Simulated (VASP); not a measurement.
Set up this calculation in VASP 6.6.1, as the native input.

| Property | Result |
| --- | --- |
| Task | single point |
| Functional | PBEsol |
| Potentials or basis | VASP PAW PBE potentials, release 64 (Se, Pt) |
| Cutoff | 520 eV |
| k mesh | 9 × 9 × 1 |
| Occupations | gaussian, width 0.1 eV |
| Spin | no spin polarisation |
| Dipole correction | yes |
| Further INCAR settings | ALGO = Normal; EDIFF = 1e-06; NBANDS = 31 |

The structure of PtSe2 lies in POSCAR:

```
PtSe2
1.0
    3.7603063705      0.0000000000      0.0000000000
   -1.8801531853      3.2565208429      0.0000000000
    0.0000000000      0.0000000000     22.3996971942
Se Pt
4 2
Direct
    0.6666666667      0.3333333333      0.3348259548
    0.3333333333      0.6666666667      0.4480621272
    0.6666666667      0.3333333333      0.5519378728
    0.3333333333      0.6666666667      0.6651740452
    0.0000000000      0.0000000000      0.3914440410
    0.0000000000      0.0000000000      0.6085559590
```

One way to write it, as run:

INCAR

```
SYSTEM = PtSe2
PREC     = Accurate       ! precision mode
ENCUT    = 520            ! plane-wave cutoff, eV
EDIFF    = 1E-6           ! SCF threshold, eV
ISMEAR   = 0              ! smearing method
SIGMA    = 0.1            ! smearing width, eV
LREAL    = .False.        ! projectors in reciprocal space
LASPH    = .True.         ! aspherical terms in the spheres
NELM     = 60             ! most SCF steps
ALGO     = Normal         ! electronic algorithm
ISIF     = 2              ! what is computed and relaxed
LWAVE    = .False.        ! write WAVECAR
LCHARG   = .False.        ! write CHGCAR
LDIPOL   = .True.       
IDIPOL   = 3            
DIPOL    = 0.5 0.5 0.500
GGA      = PS             ! functional
NBANDS   = 31             ! bands
```

KPOINTS

```
Automatic mesh
0
Gamma
  9 9 1
  0 0 0
```

Potentials or basis: VASP PAW PBE potentials, release 64 (Se, Pt).

The run is started by

```sh
$ cat potpaw_PBE.64/Se/POTCAR potpaw_PBE.64/Pt/POTCAR > POTCAR
$ mpirun -np 1 vasp_std > vasp.out
```

It gave:

- Largest force: 0.164 eV/Å
- Band gap on the k mesh: 0.32 eV, indirect (least direct gap 0.76 eV)

Caveat: the PAW data sets were made with another functional, which shifts forces and pressure a little; spin-orbit coupling is left out, which moves the levels of the heavy elements.

It took 71 s on 1 thread of Intel(R) Xeon(R) 6975P-C (Granite Rapids) (shared host), peak memory 0.38 GiB.
